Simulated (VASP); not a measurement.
# Pt (Fm-3m) in VASP: a series of runs

The runs below take Pt through single point, with LDA.

All numbers are computed with VASP 6.6.1; they aren't measurements. Logs are shortened: lines on timing, memory, paths and dates and some standing lists are left out, and cuts for length are marked.

**1. The cell of the first run**

Symmetry: Fm-3m, No. 225, cubic system. The conventional cell has a = 3.814 Å, b = 3.814 Å, c = 3.814 Å, α = 90.00°, β = 90.00°, γ = 90.00°. Within 3.6 Å of Pt (site symmetry m-3m) lie 12 Pt at 2.70 Å.

**2. Single point, LDA (volume scaled by 0.94)**

INCAR

```
SYSTEM = Pt
PREC = Accurate
ENCUT = 520
EDIFF = 1E-7
ISMEAR = -1
SIGMA = 0.05
LREAL = .FALSE.
LASPH = .TRUE.
NELM = 100
ALGO = Normal
ISIF = 2
LWAVE = .FALSE.
LCHARG = .FALSE.
NBANDS = 11
```

KPOINTS

```
Automatic mesh
0
G
  17 17 17
  0 0 0
```

POSCAR

```
Pt
1.0
    0.0000000000      1.9071771235      1.9071771235
    1.9071771235      0.0000000000      1.9071771235
    1.9071771235      1.9071771235      0.0000000000
Pt
1
Direct
    0.0000000000      0.0000000000      0.0000000000
```

Potentials or basis: VASP PAW LDA potentials, release 64 (Pt).

Command:

```bash
cat potpaw_LDA.64/Pt/POTCAR > POTCAR
mpirun -np 1 vasp_std > vasp.out
```

OUTCAR:

```text
SYSTEM = Pt
   PREC = Accurate
   ENCUT = 520
   EDIFF = 1E-7
   ISMEAR = -1
   LREAL = .FALSE.
   LASPH = .TRUE.
   NELM = 100
   ISIF = 2

 ion  position               nearest neighbor table
   1  0.000  0.000  0.000-

  LATTYP: Found a face centered cubic cell.
 ALAT       =     3.8143542470

  Lattice vectors:

 A1 = (   0.0000000000,   1.9071771235,   1.9071771235)
 A2 = (   1.9071771235,   0.0000000000,   1.9071771235)
 A3 = (   1.9071771235,   1.9071771235,   0.0000000000)

Analysis of symmetry for initial positions (statically):
=====================================================================
 Subroutine PRICEL returns:
 Original cell was already a primitive cell.

 Routine SETGRP: Setting up the symmetry group for a
 face centered cubic supercell.

 Subroutine GETGRP returns: Found 48 space group operations
 (whereof 48 operations were pure point group operations)
 out of a pool of 48 trial point group operations.

The static configuration has the point symmetry O_h .

Analysis of symmetry for dynamics (positions and initial velocities):
=====================================================================
 Subroutine PRICEL returns:
 Original cell was already a primitive cell.

 Routine SETGRP: Setting up the symmetry group for a
 face centered cubic supercell.

 Subroutine GETGRP returns: Found 48 space group operations
 (whereof 48 operations were pure point group operations)
 out of a pool of 48 trial point group operations.

The dynamic configuration has the point symmetry O_h .

 Subroutine INISYM returns: Found 48 space group operations
 (whereof 48 operations are pure point group operations),
 and found     1 'primitive' translations

----------------------------------------------------------------------------------------

                                     Primitive cell

  volume of cell :      13.8740

  direct lattice vectors                    reciprocal lattice vectors
     0.000000000  1.907177123  1.907177123    -0.262167574  0.262167574  0.262167574
     1.907177123  0.000000000  1.907177123     0.262167574 -0.262167574  0.262167574
     1.907177123  1.907177123  0.000000000     0.262167574  0.262167574 -0.262167574

  length of vectors
     2.697155754  2.697155754  2.697155754     0.454087559  0.454087559  0.454087559

  position of ions in fractional coordinates (direct lattice)
     0.000000000  0.000000000  0.000000000

  ion indices of the primitive-cell ions
   primitive index   ion index
                 1           1

----------------------------------------------------------------------------------------

 KPOINTS: Automatic mesh

Automatic generation of k-mesh.
 Grid dimensions read from file:
 generate k-points for:   17   17   17

 Generating k-lattice:

  Cartesian coordinates                     Fractional coordinates (reciprocal lattice)
    -0.015421622  0.015421622  0.015421622     0.058823529  0.000000000  0.000000000
     0.015421622 -0.015421622  0.015421622     0.000000000  0.058823529  0.000000000
     0.015421622  0.015421622 -0.015421622     0.000000000  0.000000000  0.058823529

  Length of vectors
     0.026711033  0.026711033  0.026711033

  Shift w.r.t. Gamma in fractional coordinates (k-lattice)
     0.000000000  0.000000000  0.000000000

 Subroutine IBZKPT returns following result:
 ===========================================

 Found    165 irreducible k-points:

 Following reciprocal coordinates:
            Coordinates               Weight
  0.000000  0.000000  0.000000      1.000000
  0.058824  0.000000  0.000000      8.000000
  0.117647  0.000000  0.000000      8.000000
  0.176471  0.000000  0.000000      8.000000
  0.235294  0.000000  0.000000      8.000000
  0.294118  0.000000  0.000000      8.000000
[... 16 lines left out ...]
 -0.176471  0.058824  0.000000     24.000000
 -0.117647  0.058824  0.000000     24.000000
 [... further k-points ...]
   k-points           NKPTS =    165   k-points in BZ     NKDIM =    165   number of bands    NBANDS=     11
   number of dos      NEDOS =    301   number of ions     NIONS =      1
   total plane-waves  NPLWV =   8000
   dimension x,y,z NGX =    20 NGY =   20 NGZ =   20
   dimension x,y,z NGXF=    40 NGYF=   40 NGZF=   40
   ions per type =               1
   NGX,Y,Z   is equivalent  to a cutoff of  12.33, 12.33, 12.33 a.u.
   NGXF,Y,Z  is equivalent  to a cutoff of  24.65, 24.65, 24.65 a.u.
 SYSTEM =  Pt
   PREC   = accura    normal or accurate (medium, high low for compatibility)
   ISTART =      0    job   : 0-new  1-cont  2-samecut
   ICHARG =      2    charge: 1-file 2-atom 10-const
   ISPIN  =      1    spin polarized calculation?
   LNONCOLLINEAR =      F non collinear calculations
   LSORBIT =      F    spin-orbit coupling
   LASPH  =      T    aspherical Exc in radial PAW
   ENCUT  =  520.0 eV  38.22 Ry    6.18 a.u.   5.01  5.01  5.01*2*pi/ulx,y,z
   NELM   =    100;   NELMIN=  2; NELMDL= -5     # of ELM steps
   EDIFF  = 0.1E-06   stopping-criterion for ELM
   LREAL  =      F    real-space projection
   EDIFFG = 0.1E-05   stopping-criterion for IOM
   NSW    =      0    number of steps for IOM
   IBRION =     -1    ionic relax: 0-MD 1-quasi-New 2-CG
   NFREE  =      0    steps in history (QN), initial steepest desc. (CG)
   ISIF   =      2    stress and relaxation
   ISYM   =      2    0-nonsym 1-usesym 2-fastsym
   POTIM  = 0.5000    time-step for ionic-motion
   TEBEG  =    0.0;   TEEND  =   0.0 temperature during run
   PSTRESS=    0.0 pullay stress
   NELECT =      10.0000    total number of electrons
   NUPDOWN=      -1.0000    fix difference up-down
   EMIN   =  10.00;   EMAX   =-10.00  energy-range for DOS
   EFERMI =   0.00;   METHOD = LEGACY
   ISMEAR =    -1;   SIGMA  =   0.05  broadening in eV -4-tet -1-fermi 0-gaus
   EFERMI_NEDOS =   21; number of points for ismear=-14 and -15
   IALGO  =     38    algorithm
   IMIX   =      4    mixing-type and parameters
     AMIX     =   0.40;   BMIX     =  1.00
     AMIX_MAG =   1.60;   BMIX_MAG =  1.00
  volume/ion in A,a.u.               =      13.87        93.63
  Fermi-wavevector in a.u.,A,eV,Ry     =   1.467823  2.773784 29.313827  2.154506
  Thomas-Fermi vector in A             =   2.583395
   LORBIT       =      0    0 simple, 1 ext, 2 COOP (PROOUT), +10 PAW based schemes
   GGA     = CA    functional components
   LHFCALC =     F    Hartree Fock is set to
   AEXX    =    0.0000 exact exchange contribution
   IVDW    =     0    specifies the selected vdW correction
   LEPSILON=     F    determine dielectric tensor
   LRPA    =     F    only Hartree local field effects (RPA)
 non-spin polarized calculation
  energy-cutoff  :      520.00
  volume of cell :       13.87
 maximum number of plane-waves:       383
   NGX =  9   NGY =  9   NGZ =  9

 number of electron      10.0000000 magnetization

 Free energy of the ion-electron system (eV)
  ---------------------------------------------------
  ext. energy  EPLUGINS =         0.00000000
  ---------------------------------------------------
  free energy    TOTEN  =        -7.45178349 eV

  energy without entropy =       -7.43882951  energy(sigma->0) =       -7.44530650

 E-fermi :  12.8459     XC(G=0): -14.1750

 val. band max:       12.8248107871   @ k =   0.4118   0.1765   0.0000
 cond. band min:      12.8474450923   @ k =   0.4118   0.3529   0.0000
 fundamental gap:      0.0226343051
 Fermi energy:        12.8458906880

 k-point     1 :       0.0000    0.0000    0.0000
  band No.  band energies     occupation
      1       1.6266      2.00000
      2       8.4771      2.00000
      3       8.4771      2.00000
      4       8.4771      2.00000
      5      10.9889      2.00000
      6      10.9889      2.00000
      7      27.1744      0.00000
      8      32.5794      0.00000
      9      32.5794      0.00000
     10      32.5794      0.00000
     11      38.3466      0.00000

 k-point     2 :       0.0588    0.0000    0.0000
  band No.  band energies     occupation
      1       1.7786      2.00000
      2       8.4036      2.00000
      3       8.5402      2.00000
      4       8.5402      2.00000
      5      10.9503      2.00000
      6      10.9503      2.00000
      7      27.4272      0.00000
      8      31.8439      0.00000
      9      32.8269      0.00000
     10      32.8269      0.00000
     11      39.2156      0.00000

 k-point     3 :       0.1176    0.0000    0.0000
  band No.  band energies     occupation
      1       2.2172      2.00000
      2       8.2200      2.00000
      3       8.7025      2.00000
      4       8.7025      2.00000
      5      10.8711      2.00000
      6      10.8712      2.00000
      7      28.1134      0.00000
      8      30.3445      0.00000
      9      33.5470      0.00000
     10      33.5470      0.00000
     11      40.3400      0.00000

 k-point     4 :       0.1765    0.0000    0.0000
  band No.  band energies     occupation
      1       2.8809      2.00000
      2       8.0336      2.00000
      3       8.8724      2.00000
      4       8.8724      2.00000
      5      10.8634      2.00000
      6      10.8634      2.00000
      7      28.6276      0.00000
      8      29.0438      0.00000
      9      34.6718      0.00000
     10      34.6718      0.00000
     11      38.5851      0.00000

 k-point     5 :       0.2353    0.0000    0.0000
  band No.  band energies     occupation
      1       3.6301      2.00000
      2       8.0276      2.00000
      3       8.9185      2.00000
      4       8.9185      2.00000
      5      11.0738      2.00000
      6      11.0738      2.00000
      7      26.9632      0.00000
      8      29.4514      0.00000
      9      36.0389      0.00000
     10      36.0389      0.00000
     11      37.1383      0.00000

 k-point     6 :       0.2941    0.0000    0.0000
  band No.  band energies     occupation
      1       4.2267      2.00000
      2       8.4566      2.00000
      3       8.8130      2.00000
      4       8.8130      2.00000
      5      11.5229      2.00000
      6      11.5229      2.00000
      7      25.1152      0.00000
      8      28.9015      0.00000
      9      36.1982      0.00000
     10      36.1982      0.00000
     11      37.5004      0.00000

 k-point     7 :       0.3529    0.0000    0.0000
  band No.  band energies     occupation
      1       4.5079      2.00000
      2       8.6458      2.00000
      3       8.6458      2.00000
      4       9.4496      2.00000
      5      12.0784      2.00000
      6      12.0784      2.00000
      7      23.0623      0.00000
      8      27.9319      0.00000
      9      34.5003      0.00000
     10      34.5003      0.00000
     11      39.2542      0.00000

 k-point     8 :       0.4118    0.0000    0.0000
  band No.  band energies     occupation
      1       4.5686      2.00000
      2       8.4986      2.00000
      3       8.4986      2.00000
      4      10.7701      2.00000
      5      12.5776      1.99069
      6      12.5776      1.99069
      7      21.0259      0.00000
      8      27.1901      0.00000
      9      33.1253      0.00000
     10      33.1253      0.00000
     11      41.5675      0.00000
[... 141 lines left out ...]
 k-point    19 :      -0.4118    0.0588    0.0000
  band No.  band energies     occupation
      1       4.6954      2.00000
      2       8.3752      2.00000
      3       8.5487      2.00000
      4      10.6726      2.00000
      5      12.5088      1.99764
      6      13.4685      0.00001
      7      20.4306      0.00000
      8      27.2555      0.00000
      9      32.0344      0.00000
     10      33.1243      0.00000
     11      41.0406      0.00000

 k-point    20 :      -0.3529    0.0588    0.0000
  band No.  band energies     occupation
      1       4.6753      2.00000
      2       8.5214      2.00000
      3       8.6700      2.00000
      4       9.5745      2.00000
      5      11.9546      2.00000
      6      12.8797      0.67397
      7      22.3976      0.00000
      8      27.8460      0.00000
      9      32.7797      0.00000
     10      34.6177      0.00000
     11      39.0179      0.00000

 k-point    21 :      -0.2941    0.0588    0.0000
  band No.  band energies     occupation
      1       4.4901      2.00000
      2       8.4879      2.00000
      3       8.7610      2.00000
      4       8.8419      2.00000
      5      11.3338      2.00000
      6      12.2540      1.99999
      7      24.5304      0.00000
      8      28.7438      0.00000
      9      33.8827      0.00000
     10      36.6310      0.00000
     11      36.9901      0.00000

 k-point    22 :      -0.2353    0.0588    0.0000
  band No.  band energies     occupation
      1       3.9895      2.00000
      2       7.9587      2.00000
      3       8.8980      2.00000
      4       8.9925      2.00000
      5      10.8055      2.00000
      6      11.6768      2.00000
      7      26.4833      0.00000
      8      29.5385      0.00000
      9      34.7068      0.00000
     10      35.7649      0.00000
     11      37.6926      0.00000

 k-point    23 :      -0.1765    0.0588    0.0000
  band No.  band energies     occupation
      1       3.2578      2.00000
      2       7.8855      2.00000
      3       8.9524      2.00000
      4       8.9929      2.00000
      5      10.5478      2.00000
      6      11.2640      2.00000
      7      28.2023      0.00000
      8      29.4262      0.00000
      9      33.9596      0.00000
     10      35.9809      0.00000
     11      37.0740      0.00000

 k-point    24 :      -0.1176    0.0588    0.0000
  band No.  band energies     occupation
      1       2.5464      2.00000
      2       8.0538      2.00000
      3       8.8166      2.00000
      4       8.8535      2.00000
      5      10.5995      2.00000
      6      11.0707      2.00000
      7      28.6037      0.00000
      8      29.7941      0.00000
      9      33.1537      0.00000
     10      34.5385      0.00000
     11      39.4369      0.00000

 [... further k-points ...]
[... 5 lines left out ...]
  --------------------------------------------------------------------------------------
  -------------------------------------------------------------------------------------
  Total        2.0288388      2.0288388      2.0288388     -0.0000000      0.0000000      0.0000000
  in kB      234.2906945    234.2906945    234.2906945     -0.0000000      0.0000000      0.0000000
  external PRESSURE =     234.2906945 kB  Pullay stress =       0.0000000 kB

 VOLUME and BASIS-vectors are now :
 -----------------------------------------------------------------------------
  energy-cutoff  :      520.00
  volume of cell :       13.87
      direct lattice vectors                 reciprocal lattice vectors
     0.000000000  1.907177123  1.907177123    -0.262167574  0.262167574  0.262167574
     1.907177123  0.000000000  1.907177123     0.262167574 -0.262167574  0.262167574
     1.907177123  1.907177123  0.000000000     0.262167574  0.262167574 -0.262167574

 POSITION                                       TOTAL-FORCE (eV/Angst)
 -----------------------------------------------------------------------------------
      0.00000      0.00000      0.00000         0.000000     -0.000000      0.000000
 -----------------------------------------------------------------------------------
    total drift:                                0.000000     -0.000000      0.000000

  FREE ENERGIE OF THE ION-ELECTRON SYSTEM (eV)
  ---------------------------------------------------
  free  energy   TOTEN  =        -7.4517834851 eV

  energy  without entropy=       -7.4388295104  energy(sigma->0) =       -7.44530650
```

It took 13 s on 1 thread of Intel Xeon 6975P-C, shared host; peak memory 0.14 GiB.

What came out:

```
Free energy            : -7.4518 eV
Pressure               : 23.4 GPa
Band gap on the k mesh : zero (band 5 reaches 13.39 eV, above the bottom of band 6 at 10.86 eV)
```

Caveat: spin-orbit coupling is left out, which moves the levels of the heavy elements.

**3. Single point, LDA (volume scaled by 0.94)**

INCAR

```
SYSTEM = Pt
  PREC = Accurate
  ENCUT = 520
  EDIFF = 1E-6
  ISMEAR = -1
  SIGMA = 0.05
  LREAL = .False.
  LASPH = .True.
  NELM = 60
  ALGO = Normal
  ISIF = 2
  LWAVE = .False.
  LCHARG = .False.
  GGA = CA
  NBANDS = 11
```

KPOINTS

```
regular mesh
0
Gamma
  17 17 17
  0 0 0
```

POSCAR is that of step 2.

Potentials or basis: VASP PAW LDA potentials, release 64 (Pt).

Command:

```bash
cat potpaw_LDA.64/Pt/POTCAR > POTCAR
mpirun -np 1 vasp_std > vasp.out
```

It took 34 s on 1 thread of Intel Xeon 8259CL, shared host; peak memory 0.14 GiB.

The run converged. Its results:

```
Free energy            : -7.4518 eV
Pressure               : 23.4 GPa
Band gap on the k mesh : zero (band 5 reaches 13.39 eV, above the bottom of band 6 at 10.86 eV)
```

Levels at points of the mesh, in eV from the Fermi level:
```
           k point  band 2  band 3  band 4  band 5  band 6  band 7  band 8  band 9
(0.00, 0.00, 0.00)   -4.37   -4.37   -4.37   -1.86   -1.86   14.33   19.73   19.73
```

Caveat: spin-orbit coupling is left out, which moves the levels of the heavy elements.
